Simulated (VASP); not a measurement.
Input of a VASP 6.6.1 run:

File INCAR:

```
SYSTEM = BeS
ALGO = Normal
EDIFF = 1E-6
ENCUT = 520
GGA = PS
ISIF = 2
ISMEAR = 0
LASPH = .TRUE.
LCHARG = .FALSE.
LREAL = .FALSE.
LWAVE = .FALSE.
NBANDS = 11
NELM = 60
PREC = Accurate
SIGMA = 0.05
```

Contents of KPOINTS:

```
k-points
0
G
  10 10 10
  0 0 0
```

Contents of POSCAR:

```
BeS
1.0
    0.0000000000      2.2746684143      2.4644294846
    2.4644294846      0.0000000000      2.4644294846
    2.4644294846      2.2746684143      0.0000000000
Be S
1 1
Direct
    0.0000000000      0.0000000000      0.0000000000
    0.7500000000      0.7500000000      0.7500000000
```

Potentials or basis: VASP PAW PBE potentials, release 64 (Be, S).

Run with:

```console
$ cat potpaw_PBE.64/Be/POTCAR potpaw_PBE.64/S/POTCAR > POTCAR
$ mpirun -np 1 vasp_std > vasp.out
```

Problem. Estimate the pressure.

Solution. 2.5 GPa.

Problem. Predict the band gap on the k mesh.

Solution. 2.22 eV (least direct gap 5.33 eV).

Stress tensor (GPa, compression positive):
```
0.34 0.00 0.00
0.00 6.88 0.00
0.00 0.00 0.34
```

Caveat: the PAW data sets were made with another functional, which shifts forces and pressure a little. A k mesh can miss the band edges.
